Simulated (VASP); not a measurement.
Wanted: the native input for a VASP 6.6.1 run.

```yaml
Task: single point
Functional: PBE
Potentials_or_basis: VASP PAW PBE potentials, release 64 (Pt, Br)
Cutoff: 520 eV
k_mesh: 12 × 12 × 12
Occupations: gaussian, width 0.1 eV
Spin: no spin polarisation
Dipole_correction: no
Further_INCAR_settings: ALGO = Normal; EDIFF = 1e-06; NBANDS = 26
```

The structure of Pt3Br lies in POSCAR:

```
Pt3Br
1.0
    4.0904124950      0.0000000000      0.0000000000
    0.0000000000      4.0904124950      0.0000000000
    0.0000000000      0.0000000000      4.0904124950
Pt Br
3 1
Direct
    0.5000000000      0.5000000000      0.0000000000
    0.5000000000      0.0000000000      0.5000000000
    0.0000000000      0.5000000000      0.5000000000
    0.0000000000      0.0000000000      0.0000000000
```

One way to write it, as run:

INCAR

```
ALGO = Normal
EDIFF = 1E-6
ENCUT = 520
GGA = PE
ISIF = 2
ISMEAR = 0
LASPH = True
LCHARG = True
LELF = True
LREAL = False
LVHAR = True
LWAVE = False
NBANDS = 26
NELM = 100
PREC = Accurate
SIGMA = 0.1
```

KPOINTS

```
k-points
0
Gamma
  12 12 12
```

Potentials or basis: VASP PAW PBE potentials, release 64 (Pt, Br).

Command:

```bash
$ cat potpaw_PBE.64/Pt/POTCAR potpaw_PBE.64/Br/POTCAR > POTCAR
$ mpirun -np 1 vasp_std > vasp.out
```

It gave:

* Pressure: -0.2 GPa

Caveat: an odd number of electrons without spin polarisation forces a metal; a magnetic or distorted state may lie lower.

Run time: 49 s on 1 thread of AMD EPYC 9R45 96-Core Processor (Zen 5), on a shared host, peak memory 0.23 GiB.
